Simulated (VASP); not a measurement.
Input of a VASP 6.6.1 run:

Contents of INCAR:

```
PREC = Accurate ; ENCUT = 520
EDIFF = 1E-7 ; ISMEAR = -1
SIGMA = 0.05 ; LREAL = F
LASPH = T ; NELM = 80
ALGO = Normal ; ISIF = 2
LWAVE = F ; LCHARG = F
GGA = PE ; IBRION = 2
NSW = 60 ; EDIFFG = -0.01
```

Contents of KPOINTS:

```
regular mesh
0
Gamma
  10 10 3
```

Contents of POSCAR:

```
C
1.0
    2.4716580000      0.0000000000      0.0000000000
   -1.2358290000      2.1405186175      0.0000000000
    0.0000000000      0.0000000000      8.2371000000
C
8
Direct
    0.6666666667      0.3333333333      0.8437500000
    0.3333333333      0.6666666667      0.3437500000
    0.6666666667      0.3333333333      0.6562500000
    0.3333333333      0.6666666667      0.1562500000
    0.0000000000      0.0000000000      0.9062500000
    0.0000000000      0.0000000000      0.4062500000
    0.0000000000      0.0000000000      0.5937500000
    0.0000000000      0.0000000000      0.0937500000
```

Potentials or basis: VASP PAW PBE potentials, release 64 (C).

Launch:

```sh
$ cat potpaw_PBE.64/C/POTCAR > POTCAR
$ mpirun -np 1 vasp_std > vasp.out
```

Estimate the band gap on the k mesh.

4.72 eV (least direct gap 5.33 eV).

Estimate the energy gained by relaxing.

0.9 meV/atom.

Final structure:
```
CELL_PARAMETERS angstrom
2.47166 0.00000 0.00000
-1.23583 2.14052 0.00000
0.00000 0.00000 8.23710
ATOMIC_POSITIONS crystal
C 0.66667 0.33333 0.84429
C 0.33333 0.66667 0.34429
C 0.66667 0.33333 0.65571
C 0.33333 0.66667 0.15571
C 0.00000 0.00000 0.90710
C 0.00000 0.00000 0.40710
C 0.00000 0.00000 0.59290
C 0.00000 0.00000 0.09290
```

Caveat: an odd mesh through Γ misses points on the zone boundary, where band edges can lie. Expect the measured gap to be larger: semilocal functionals such as PBE lack the derivative discontinuity.
